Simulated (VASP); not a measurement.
**SnPb3S4: single point with PBE**

The system is SnPb3S4.

```
Sn Pb S
1.0
     5.97322    0.00000    0.00000
     0.00000    5.97322    0.00000
     0.00000    0.00000    5.97322
Sn Pb S
1 3 4
Direct
  0.00000 0.00000 0.00000
  0.50000 0.50000 0.00000
  0.00000 0.50000 0.50000
  0.50000 0.00000 0.50000
  0.00000 0.00000 0.50000
  0.50000 0.00000 0.00000
  0.00000 0.50000 0.00000
  0.50000 0.50000 0.50000
```

```
Program             : VASP 6.6.1
Task                : single point
Functional          : PBE
Potentials or basis : VASP PAW PBE potentials, release 64 (Sn_d, Pb_d, S)
Cutoff              : 520 eV
k mesh              : 4 × 4 × 4
Occupations         : gaussian, width 0.2 eV
Spin                : no spin polarisation
```

* Pressure: 0.0 GPa
* Band gap on the k mesh: zero (filled and empty bands touch)

Levels at points of the mesh, in eV from the Fermi level:
```
           k point  band 37  band 38  band 39  band 40  band 41  band 42  band 43  band 44
(0.00, 0.00, 0.00)    -3.59    -2.36    -2.36    -2.36     3.56     3.56     3.56     4.64
(0.50, 0.00, 0.00)    -1.96    -1.85    -1.28    -1.18     1.68     1.93     2.09     2.15
(0.50, 0.50, 0.00)    -1.10    -1.07    -1.07    -0.69     1.05     1.05     1.18     1.20
(0.50, 0.50, 0.50)    -0.33    -0.33    -0.33     0.08     0.08     0.08     0.15     0.30
```

Run time: 52 s on 1 thread of Intel(R) Xeon(R) 6975P-C (Granite Rapids), on a shared host, peak memory 0.36 GiB.

Caveat: semilocal functionals underestimate gaps, so a narrow gap can read as zero; spin-orbit coupling is left out, which moves the levels of the heavy elements.
